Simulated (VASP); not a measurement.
Crystal: KPt.

```xyz
2
Lattice="3.0403 0.0000 0.0000 -1.5202 2.6330 0.0000 0.0000 0.0000 5.4159" Properties=species:S:1:pos:R:3 pbc="T T T"
Pt    1.5202    0.8777    0.0000
K     0.0000    0.0000    2.7080
```

| Quantity | Value |
| --- | --- |
| Program | VASP 6.6.1 |
| Task | relaxation of cell and atoms |
| Functional | revPBE |
| Dispersion | D4 |
| Potentials or basis | VASP PAW PBE potentials, release 64 (Pt, K_sv) |
| Cutoff | 600 eV |
| k mesh | 7 × 7 × 4 |
| Occupations | methfessel-paxton, width 0.2 eV |
| Spin | non-collinear spin, zero start, spin-orbit coupling |
| Starting moments | [[0.0, 0.0, 0.0], [0.0, 0.0, 0.0]] μB |

At the start: pressure -2.7 GPa; volume 21.68 Å³/atom.

Task: Where does the relaxation end?

Result: Over 5 steps the energy falls by 12.5 meV/atom and the volume is 20.49 Å³/atom (-5.5 %); space group P-6m2 (No. 187, to 0.1 Å) before and after; moment 0.00 μB per cell.

The path:
| step | energy change (eV) | largest force (eV/Å) | pressure (GPa) | volume (Å³) |
| --- | --- | --- | --- | --- |
| 1 | 0.0000 | 0.0000 | -2.74 | 43.36 |
| 2 | -0.0238 | 0.0000 | -0.03 | 41.07 |
| 3 | -0.0239 | 0.0000 | 0.15 | 40.95 |
| 4 | -0.0249 | 0.0000 | 0.06 | 40.98 |
| 5 | -0.0250 | 0.0000 | 0.04 | 40.99 |

Final structure:
```
Pt K
1.0
     2.96259    0.00000    0.00000
    -1.48130    2.56568    0.00000
     0.00000    0.00000    5.39222
Pt K
1 1
Cartesian
  1.4813 0.8552 0.0000
  0.0000 0.0000 2.6961
```

Caveat: the PAW data sets were made with another functional, which shifts forces and pressure a little.
